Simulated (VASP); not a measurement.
Here is a VASP 6.6.1 calculation.

The input INCAR:

```
PREC     = Accurate       # precision mode
ENCUT    = 520            # plane-wave cutoff, eV
EDIFF    = 1E-6           # SCF threshold, eV
ISMEAR   = -1             # smearing method
SIGMA    = 0.03           # smearing width, eV
LREAL    = F              # projectors in reciprocal space
LASPH    = T              # aspherical terms in the spheres
NELM     = 60             # most SCF steps
ALGO     = Normal         # electronic algorithm
ISIF     = 2              # what is computed and relaxed
LWAVE    = F              # write WAVECAR
LCHARG   = F              # write CHGCAR
GGA      = PS             # functional
NBANDS   = 15             # bands
```

The input KPOINTS:

```
Automatic mesh
0
Gamma
  14 14 14
```

Contents of POSCAR:

```
TiC
1.0
    0.0000000000      2.1640000000      2.1423600000
    2.1640000000      0.0000000000      2.1423600000
    2.1640000000      2.1640000000      0.0000000000
Ti C
1 1
Direct
    0.0000000000      0.0000000000      0.0000000000
    0.5000000000      0.5000000000      0.5000000000
```

Potentials or basis: VASP PAW PBE potentials, release 64 (Ti_sv, C).

The run is started by

```console
$ cat potpaw_PBE.64/Ti_sv/POTCAR potpaw_PBE.64/C/POTCAR > POTCAR
$ mpirun -np 1 vasp_std > vasp.out
```

Question: Predict the band gap on the k mesh.

Answer: Zero (bands 8 and 9 overlap by 1.19 eV).

Question: Predict the pressure.

Answer: -3.4 GPa.

Stress tensor (GPa, compression positive):
```
-4.72  0.00  0.00
 0.00 -4.72  0.00
 0.00  0.00 -0.66
```

Caveat: the cell differs from its parent crystal (zz strain of -1 %); the cell stands under tension; the PAW data sets were made with another functional, which shifts forces and pressure a little.
